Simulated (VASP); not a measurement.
Runs of VASP 6.6.1 on AlN. The structure is that of space group F-43m (No. 216), or close to it. The cells are those of the table. 

```tsv
task	level	cell	k mesh	smearing	gap on the mesh (eV)	pressure (GPa)
single point	PBE	a = 2.966 Å, angles 60.0°, 2 atoms	10 × 10 × 10	fermi-dirac 0.02 eV	3.37	(a)
single point	PBE	a = 3.028 Å, angles 60.0°, 2 atoms	6 × 6 × 6	gaussian 0.01 eV	3.34	18.7
single point	r2SCAN	a = 2.966 Å, angles 60.0°, 2 atoms	10 × 10 × 10	gaussian 0.01 eV	(b)	32.4
single point	r2SCAN	a = 3.059 Å, angles 60.0°, 2 atoms	10 × 10 × 10	gaussian 0.01 eV	3.96	6.4
single point	PBE	a = 3.213 Å, angles 60.0°, 2 atoms	6 × 6 × 6	gaussian 0.01 eV	3.18	-15.4
single point	PBE	a = 3.090 Å, angles 60.0°, 2 atoms	6 × 6 × 6	gaussian 0.01 eV	3.32	4.3
dielectric tensor	r2SCAN	a = 3.213 Å, angles 60.0°, 2 atoms	8 × 8 × 8	gaussian 0.01 eV	3.82	-
dielectric tensor	r2SCAN	a = 3.152 Å, angles 60.0°, 2 atoms	8 × 8 × 8	gaussian 0.01 eV	3.88	-
```

Alike in all rows: potentials or basis VASP PAW PBE potentials, release 64 (Al, N); no spin polarisation; cutoff (eV) 520.

**Question.** Fill in the values left out.

**Answer.** (a) 37.0; (b) 4.02.

Caveats: some runs use coarse meshes; the PAW data sets were made with another functional, which shifts forces and pressure a little (some runs).

A k mesh can miss the band edges.
